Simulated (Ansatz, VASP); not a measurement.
# One calculation of Al9H, two programs

Contents of INCAR:

```
SYSTEM = Al9H
  PREC = Accurate
  ENCUT = 520
  EDIFF = 1E-6
  ISMEAR = 0
  SIGMA = 0.1
  LREAL = Auto
  LASPH = .True.
  NELM = 80
  ALGO = Normal
  ISIF = 2
  LWAVE = .False.
  LCHARG = .False.
  LDIPOL = .True.
  IDIPOL = 3
  DIPOL = 0.5 0.5 0.306
  GGA = PE
  NBANDS = 44
```

The input KPOINTS:

```
Automatic mesh
0
Gamma
  5 3 1
  0 0 0
```

File POSCAR:

```
Al9H
1.0
    5.7070863109      0.0000000000      0.0000000000
   -1.4267715777      9.7014842373      0.0000000000
    0.0000000000      0.0000000000     22.7903703632
Al H
18 2
Direct
    0.2662216041      0.0648864163      0.1755127247
    0.7662216041      0.0648864163      0.1755127247
    0.3354806058      0.3419224231      0.2192029853
    0.8354806058      0.3419224231      0.2192029853
    0.1493324061      0.5973296244      0.2279410374
    0.6493324061      0.5973296244      0.2279410374
    0.4631842064      0.8527368258      0.2366790895
    0.9631842064      0.8527368258      0.2366790895
    0.0319772084      0.1277109167      0.2808262503
    0.5319772084      0.1277109167      0.2808262503
    0.0997917590      0.4042231279      0.3301071124
    0.5997917590      0.4042231279      0.3301071124
    0.4144000530      0.6596656505      0.3369822082
    0.9144000530      0.6596656505      0.3369822082
    0.2263076920      0.9110819249      0.3449259127
    0.7263076920      0.9110819249      0.3449259127
    0.2962427236      0.1814071990      0.3857054635
    0.7962427236      0.1814071990      0.3857054635
    0.3957937529      0.9110819249      0.5173400070
    0.5568216312      0.9110819249      0.5173400070
```

Input for Ansatz:

```yaml
crystal:
  lattice:
    - [5.7070863109, 0.0, 0.0]
    - [-1.4267715777, 9.7014842373, 0.0]
    - [0.0, 0.0, 22.7903703632]
  atoms:
    - { symbol: Al, position: [0.2662216041, 0.0648864163, 0.1755127247] }
    - { symbol: Al, position: [0.7662216041, 0.0648864163, 0.1755127247] }
    - { symbol: Al, position: [0.3354806058, 0.3419224231, 0.2192029853] }
    - { symbol: Al, position: [0.8354806058, 0.3419224231, 0.2192029853] }
    - { symbol: Al, position: [0.1493324061, 0.5973296244, 0.2279410374] }
    - { symbol: Al, position: [0.6493324061, 0.5973296244, 0.2279410374] }
    - { symbol: Al, position: [0.4631842064, 0.8527368258, 0.2366790895] }
    - { symbol: Al, position: [0.9631842064, 0.8527368258, 0.2366790895] }
    - { symbol: Al, position: [0.0319772084, 0.1277109167, 0.2808262503] }
    - { symbol: Al, position: [0.5319772084, 0.1277109167, 0.2808262503] }
    - { symbol: Al, position: [0.099791759, 0.4042231279, 0.3301071124] }
    - { symbol: Al, position: [0.599791759, 0.4042231279, 0.3301071124] }
    - { symbol: Al, position: [0.414400053, 0.6596656505, 0.3369822082] }
    - { symbol: Al, position: [0.914400053, 0.6596656505, 0.3369822082] }
    - { symbol: Al, position: [0.226307692, 0.9110819249, 0.3449259127] }
    - { symbol: Al, position: [0.726307692, 0.9110819249, 0.3449259127] }
    - { symbol: Al, position: [0.2962427236, 0.181407199, 0.3857054635] }
    - { symbol: Al, position: [0.7962427236, 0.181407199, 0.3857054635] }
    - { symbol: H, position: [0.3957937529, 0.9110819249, 0.517340007] }
    - { symbol: H, position: [0.5568216312, 0.9110819249, 0.517340007] }
basis:
  ecutwfc: 420
kpoints:
  mp_grid: { grid: [5, 3, 1] }
hamiltonian:
  xc: pbe
  pseudopotentials: { kind: paw, azcp: { folder: soft_1 } }
scf:
  occupations: { method: gaussian, width: 0.1 }
output:
  forces: true
  eigenvalues: true
efield:
  axis: 3
  dipole_correction: true
  ramp_width: 0.04
```

Alike in both runs: task single point; functional PBE; k mesh 5 × 3 × 1; occupations gaussian, width 0.1 eV; no spin polarisation.

|  | VASP | Ansatz |
| --- | --- | --- |
| version | VASP 6.6.1 | Ansatz 0.2.0 |
| potentials or method | VASP PAW PBE potentials, release 64 (Al, H), cutoff 520 eV | scalar-relativistic, plane waves, PAW |
| valence electrons in the cell | 56 | 56 |

|  | VASP | Ansatz | Ansatz less VASP |
| --- | --- | --- | --- |
| gap on the k mesh at the Fermi level (eV) | none | none | - |
| rms of the force components (eV/Å) | 0.644 | 0.644 | -0.0001 |

Atom by atom the forces differ by 0.001 eV/Å (rms over components). A gap of «none» marks a metal or a gap that the smearing closes.
